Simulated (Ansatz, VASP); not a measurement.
## Ru: VASP beside Ansatz

```
Ru
1.0
    -1.50369    1.50369    1.50369
     1.50369   -1.50369    1.50369
     1.50369    1.50369   -1.50369
Ru
1
Direct
  0.00000 0.00000 0.00000
```

Alike in both runs: task single point; functional PBEsol; k mesh 8 × 8 × 8; occupations gaussian, width 0.1 eV; no spin polarisation.

|  | VASP | Ansatz |
| --- | --- | --- |
| version | VASP 6.6.1 | Ansatz 0.2.0 |
| potentials or method | VASP PAW PBE potentials, release 64 (Ru_pv), cutoff 500 eV | scalar-relativistic, plane waves, PAW |
| valence electrons in the cell | 14 | 16 |

|  | VASP | Ansatz | Ansatz less VASP |
| --- | --- | --- | --- |
| gap on the k mesh at the Fermi level (eV) | none | none | - |
| pressure (GPa) | 3.1 | 3.1 | +0.08 |

VASP's potentials were made for PBE, not for PBEsol, and Ansatz warns of the same on its side. A gap of «none» marks a metal or a gap that the smearing closes. VASP's potentials hold 14 valence electrons a cell and Ansatz's 16, so a difference there can come from the potentials and not from the codes.

The k mesh is coarse, so the values compare programs but aren't converged.
